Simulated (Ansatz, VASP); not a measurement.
## Two plane-wave programs on Mo

Contents of INCAR:

```
SYSTEM = Mo
PREC = Accurate
ENCUT = 520
EDIFF = 1E-7
ISMEAR = 0
SIGMA = 0.15
LREAL = .FALSE.
LASPH = .TRUE.
NELM = 60
ALGO = Fast
ISIF = 2
LWAVE = .FALSE.
LCHARG = .FALSE.
GGA = PS
NBANDS = 13
```

The input KPOINTS:

```
regular mesh
0
G
  24 24 24
  0 0 0
```

Contents of POSCAR:

```
Mo
1.0
   -1.3996723452      1.3996723452      1.9791366962
    1.3996723452     -1.3996723452      1.9791366962
    1.3996723452      1.3996723452     -1.9791366962
Mo
1
Direct
    0.0000000000      0.0000000000      0.0000000000
```

Input for Ansatz:

```yaml
crystal:
  lattice:
    - [-1.3996723452, 1.3996723452, 1.9791366962]
    - [1.3996723452, -1.3996723452, 1.9791366962]
    - [1.3996723452, 1.3996723452, -1.9791366962]
  atoms:
    - { symbol: Mo, position: [0.0, 0.0, 0.0] }
basis:
  ecutwfc: 420
kpoints:
  mp_grid: { grid: [24, 24, 24] }
hamiltonian:
  xc: pbesol
scf:
  occupations: { method: gaussian, width: 0.15 }
output:
  forces: true
  stress: true
  eigenvalues: true
```

Alike in both runs: task single point; functional PBEsol; k mesh 24 × 24 × 24; occupations gaussian, width 0.15 eV; no spin polarisation.

|  | VASP | Ansatz |
| --- | --- | --- |
| version | VASP 6.6.1 | Ansatz 0.2.0 |
| potentials or method | VASP PAW PBE potentials, release 64 (Mo_sv), cutoff 520 eV | scalar-relativistic, plane waves, PAW |
| valence electrons in the cell | 14 | 14 |

VASP gave:

* gap on the k mesh at the Fermi level (eV): none
* pressure (GPa): 1.0

Which values does Ansatz return?

gap on the k mesh at the Fermi level (eV): none; pressure (GPa): 0.5.

VASP's potentials were made for PBE, not for PBEsol. A gap of «none» marks a metal or a gap that the smearing closes. The functional is the same, so the differences come from potentials, cutoffs and numerics.
